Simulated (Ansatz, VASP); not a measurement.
## Zr: VASP beside Ansatz

Contents of INCAR:

```
SYSTEM = Zr
  ALGO = Fast
  EDIFF = 1E-7
  ENCUT = 520
  GGA = PS
  ISIF = 2
  ISMEAR = 0
  LASPH = .TRUE.
  LCHARG = .TRUE.
  LELF = .TRUE.
  LREAL = .FALSE.
  LVHAR = .TRUE.
  LWAVE = .FALSE.
  NBANDS = 19
  NELM = 100
  PREC = Accurate
  SIGMA = 0.15
```

File KPOINTS:

```
k-points
0
G
  18 18 10
  0 0 0
```

File POSCAR:

```
Zr
1.0
    3.4815645444      0.0000000000      0.0000000000
   -1.7407822722      3.0151233403      0.0000000000
    0.0000000000      0.0000000000      4.4355501398
Zr
2
Direct
    0.3333333333      0.6666666667      0.2500000000
    0.6666666667      0.3333333333      0.7500000000
```

Input for Ansatz:

```yaml
crystal:
  lattice:
    - [3.4815645444, 0.0, 0.0]
    - [-1.7407822722, 3.0151233403, 0.0]
    - [0.0, 0.0, 4.4355501398]
  atoms:
    - { symbol: Zr, position: [0.3333333333, 0.6666666667, 0.25] }
    - { symbol: Zr, position: [0.6666666667, 0.3333333333, 0.75] }
basis:
  ecutwfc: 420
kpoints:
  mp_grid: { grid: [18, 18, 10] }
hamiltonian:
  xc: pbesol
scf:
  occupations: { method: gaussian, width: 0.15 }
output:
  forces: true
  stress: true
  eigenvalues: true
```

Alike in both runs: task single point; functional PBEsol; k mesh 18 × 18 × 10; occupations gaussian, width 0.15 eV; no spin polarisation.

|  | VASP | Ansatz |
| --- | --- | --- |
| version | VASP 6.6.1 | Ansatz 0.2.0 |
| potentials or method | VASP PAW PBE potentials, release 64 (Zr_sv), cutoff 520 eV | scalar-relativistic, plane waves, PAW |
| valence electrons in the cell | 24 | 24 |

Ansatz gave:

```
gap on the k mesh at the Fermi level (eV)                     : none
pressure (GPa)                                                : -1.9
traceless stress, the component that is largest in VASP (GPa) : 8.65
```

**Question.** What did VASP give for the same quantities?

**Answer.** gap on the k mesh at the Fermi level (eV): none; pressure (GPa): -1.8; traceless stress, the component that is largest in VASP (GPa): 8.69.

VASP's potentials were made for PBE, not for PBEsol. A gap of «none» marks a metal or a gap that the smearing closes.
